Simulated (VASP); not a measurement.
## SrO: single point with r2SCAN

The system is SrO.

```
Sr O
1.0
     0.00000    2.72849    2.57989
     2.72849    0.00000    2.57989
     2.72849    2.72849    0.00000
Sr O
1 1
Cartesian
  0.0000 0.0000 0.0000
  2.7285 2.7285 2.5799
```

This cell differs from its parent crystal: biaxial xy strain +5.8%.

```yaml
Program: VASP 6.6.1
Task: single point
Functional: r2SCAN
Potentials_or_basis: VASP PAW PBE potentials, release 64 (Sr_sv, O)
Cutoff: 520 eV
k_mesh: 8 × 8 × 8
Occupations: gaussian, width 0.01 eV
Spin: no spin polarisation
Dipole_correction: no
Further_INCAR_settings: ALGO = Normal; EDIFF = 1e-06; NBANDS = 15
```

```
Pressure               : -7.4 GPa
Band gap on the k mesh : 3.54 eV, indirect (least direct gap 3.66 eV)
```

Stress tensor (GPa, compression positive):
```
-8.82  0.00  0.00
 0.00 -8.82  0.00
 0.00  0.00 -4.40
```

Levels at points of the mesh, in eV from the valence-band top:
```tsv
k point	band 5	band 6	band 7	band 8	band 9	band 10	band 11	band 12
(0.00, 0.00, 0.00)	-15.12	-0.14	-0.14	0.00	3.66	6.28	6.28	6.64
(0.50, 0.00, 0.00)	-14.12	-2.00	-1.04	-1.01	6.47	7.98	8.65	8.75
(0.50, 0.50, 0.00)	-15.46	-0.50	-0.31	-0.31	3.54	7.57	9.99	10.08
(0.50, 0.00, 0.50)	-15.36	-0.78	-0.29	-0.13	3.76	7.47	9.81	10.08
```

It took 2.5 min on 1 thread of AMD EPYC 7R43 64-Core Processor (Zen 3) (shared host), peak memory 0.16 GiB.

Caveat: the cell differs from its parent crystal (biaxial xy strain +5.8%); the PAW data sets were made with another functional, which shifts forces and pressure a little. A k mesh can miss the band edges.
